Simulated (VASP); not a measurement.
Crystal: ScGaSI2.

```
Sc Ga S I
1.0
     4.45941    0.00000    0.00000
     0.00000    4.45941    0.00000
     0.00000    0.00000    4.45941
Sc Ga S I
1 1 1 2
Direct
  0.50000 0.50000 0.50000
  0.00000 0.00000 0.00000
  0.00000 0.00000 0.50000
  0.50000 0.00000 0.00000
  0.00000 0.50000 0.00000
```

- Program: VASP 6.6.1
- Task: relaxation of cell and atoms
- Functional: PBE
- Potentials or basis: VASP PAW PBE potentials, release 64 (Sc_sv, Ga_d, S, I)
- Cutoff: 500 eV
- k mesh: 4 × 4 × 4
- Occupations: gaussian, width 0.1 eV
- Spin: no spin polarisation

At the start: pressure 62.9 GPa; volume 17.74 Å³/atom.

Q: How do energy, volume and symmetry change on relaxing?

A: Over 10 steps the energy falls by 1551.7 meV/atom and the volume is 29.37 Å³/atom (+65.6 %); space group P4/mmm (No. 123, to 0.1 Å) before and after.

Step by step:
| step | energy change (eV) | largest force (eV/Å) | pressure (GPa) | volume (Å³) |
| --- | --- | --- | --- | --- |
| 1 | 0.0000 | 0.0000 | 62.86 | 88.68 |
| 2 | -6.2201 | 0.0000 | -5.67 | 209.24 |
| 3 | -7.6164 | 0.0000 | 0.34 | 144.84 |
| 4 | -7.6204 | 0.0000 | -1.26 | 151.78 |
| 5 | -7.6275 | 0.0000 | -0.69 | 149.07 |
| 6 | -7.6269 | 0.0000 | -0.37 | 147.66 |
| 7 | -7.7103 | 0.0000 | 0.12 | 145.68 |
| 8 | -7.7444 | 0.0000 | 0.79 | 143.69 |
| 9 | -7.7450 | 0.0000 | 0.94 | 143.31 |
| 10 | -7.7583 | 0.0000 | 0.10 | 146.86 |

Final structure:
```
Sc Ga S I
1.0
     5.63497    0.00000    0.00000
     0.00000    5.63497    0.00000
     0.00000    0.00000    4.62506
Sc Ga S I
1 1 1 2
Direct
  0.50000 0.50000 0.50000
  0.00000 0.00000 0.00000
  0.00000 0.00000 0.50000
  0.50000 0.00000 0.00000
  0.00000 0.50000 0.00000
```

Caveat: the volume moved by over 15 % at a fixed basis, so the end points are rough; the highest band is partly filled, so the run has too few bands.
